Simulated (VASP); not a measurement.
Here is a VASP 6.6.1 calculation.

Contents of POSCAR:

```
SrO
1.0
    0.0000000000      2.5350022001      2.5350022001
    2.5350022001      0.0000000000      2.5350022001
    2.5350022001      2.5350022001      0.0000000000
Sr O
1 1
Direct
    0.0000000000      0.0000000000      0.0000000000
    0.5000000000      0.5000000000      0.5000000000
```

INCAR.step1

```
ALGO = Normal ; EDIFF = 1E-4
ENCUT = 520 ; GGA = PE
ISMEAR = 0 ; LASPH = T
LCHARG = F ; LREAL = F
LWAVE = T ; NBANDS = 15
NELM = 100 ; PREC = Accurate
SIGMA = 0.01
```

File INCAR.step2:

```
ALGO = Normal ; EDIFF = 1E-6
ENCUT = 520 ; ISIF = 2
ISMEAR = 0 ; ISTART = 1
LASPH = T ; LCHARG = F
LMIXTAU = T ; LREAL = F
LWAVE = F ; METAGGA = R2SCAN
NBANDS = 15 ; NELM = 100
PREC = Accurate ; SIGMA = 0.01
```

KPOINTS

```
k-points
0
Gamma
  8 8 8
```

Potentials or basis: VASP PAW PBE potentials, release 64 (Sr_sv, O).

Run with:

```bash
$ cat potpaw_PBE.64/Sr_sv/POTCAR potpaw_PBE.64/O/POTCAR > POTCAR
$ cp INCAR.step1 INCAR
$ mpirun -np 1 vasp_std > vasp.out
$ cp INCAR.step2 INCAR
$ mpirun -np 1 vasp_std > vasp.out
```

**Question.** Predict the band gap on the k mesh.

**Answer.** 3.72 eV (least direct gap 3.77 eV).

**Question.** Predict the pressure.

**Answer.** 6.2 GPa.

Caveat: the cell differs from its parent crystal (strain -1.7%); the cell stands under pressure; the PAW data sets were made with another functional, which shifts forces and pressure a little. A k mesh can miss the band edges.
